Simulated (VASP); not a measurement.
Write the native input for VASP 6.6.1 that does the following.

* Task: single point
* Functional: PBE
* Potentials or basis: VASP PAW PBE potentials, release 64 (Bi_d, O)
* Cutoff: 520 eV
* k mesh: 18 × 18 × 8
* Occupations: gaussian, width 0.1 eV
* Spin: no spin polarisation
* Dipole correction: no
* Further INCAR settings: ALGO = Normal; EDIFF = 1e-06; NBANDS = 25

The structure of Bi2O lies in POSCAR:

```
Bi2O
1.0
    3.5207164575      0.0000000000      0.0000000000
   -1.7603582288      3.0490298917      0.0000000000
    0.0000000000      0.0000000000      6.2192875983
Bi O
2 1
Direct
    0.3333333333      0.6666666667      0.2689930772
    0.6666666667      0.3333333333      0.7310069228
    0.0000000000      0.0000000000      0.0000000000
```

The input as run:

INCAR

```
SYSTEM = Bi2O
PREC = Accurate
ENCUT = 520
EDIFF = 1E-6
ISMEAR = 0
SIGMA = 0.1
LREAL = .FALSE.
LASPH = .TRUE.
NELM = 100
ALGO = Normal
ISIF = 2
LWAVE = .FALSE.
LCHARG = .TRUE.
GGA = PE
LELF = .TRUE.
LVHAR = .TRUE.
NBANDS = 25
```

KPOINTS

```
regular mesh
0
G
  18 18 8
  0 0 0
```

Potentials or basis: VASP PAW PBE potentials, release 64 (Bi_d, O).

The run is started by

```sh
$ cat potpaw_PBE.64/Bi_d/POTCAR potpaw_PBE.64/O/POTCAR > POTCAR
$ mpirun -np 1 vasp_std > vasp.out
```

Results of the run:

```
Pressure               : -0.1 GPa
Largest force          : 0.006 eV/Å
Band gap on the k mesh : zero (band 18 reaches 11.59 eV, above the bottom of band 19 at 5.68 eV)
```

Caveat: spin-orbit coupling is left out, which moves the levels of the heavy elements.

Wall time 6.2 min on 1 thread of Intel(R) Xeon(R) Platinum 8488C (Sapphire Rapids), on a shared host, peak memory 0.48 GiB.
